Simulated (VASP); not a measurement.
A run of VASP 6.6.1:

Contents of INCAR:

```
SYSTEM = MnF2
ALGO     = Normal         ! electronic algorithm
EDIFF    = 1E-6           ! SCF threshold, eV
ENCUT    = 520            ! plane-wave cutoff, eV
GGA      = PE             ! functional
ISIF     = 2              ! what is computed and relaxed
ISMEAR   = 0              ! smearing method
ISPIN    = 2              ! spin polarisation
LASPH    = .TRUE.         ! aspherical terms in the spheres
LCHARG   = .TRUE.         ! write CHGCAR
LELF     = .TRUE.         ! ELF
LMAXMIX  = 4              ! l up to which the mixer works
LORBIT   = 11             ! projections on sites
LREAL    = .FALSE.        ! projectors in reciprocal space
LVHAR    = .TRUE.       
LWAVE    = .FALSE.        ! write WAVECAR
MAGMOM   = 4.79 0 0       ! initial moments
NBANDS   = 24             ! bands
NELM     = 150            ! most SCF steps
PREC     = Accurate       ! precision mode
SIGMA    = 0.02           ! smearing width, eV
```

KPOINTS

```
k-points
0
G
  10 10 10
  0 0 0
```

POSCAR

```
MnF2
1.0
    0.0000000000      2.6179783000      2.6179783000
    2.6179783000      0.0000000000      2.6179783000
    2.6179783000      2.6179783000      0.0000000000
Mn F
1 2
Direct
    0.0000000000      0.0000000000      0.0000000000
    0.2500000000      0.2500000000      0.2500000000
    0.7500000000      0.7500000000      0.7500000000
```

Potentials or basis: VASP PAW PBE potentials, release 64 (Mn_pv, F).

The run is started by

```sh
$ cat potpaw_PBE.64/Mn_pv/POTCAR potpaw_PBE.64/F/POTCAR > POTCAR
$ mpirun -np 1 vasp_std > vasp.out
```

Hardware: 1 thread of Oxide Virtual Turin-like Processor, on a shared host.

Question: How long does it take, and how much memory?

Answer: Run time: 120 s on 1 thread of Oxide Virtual Turin-like Processor (shared host), peak memory 0.17 GiB. Counts: scf iterations 15, k points 47.
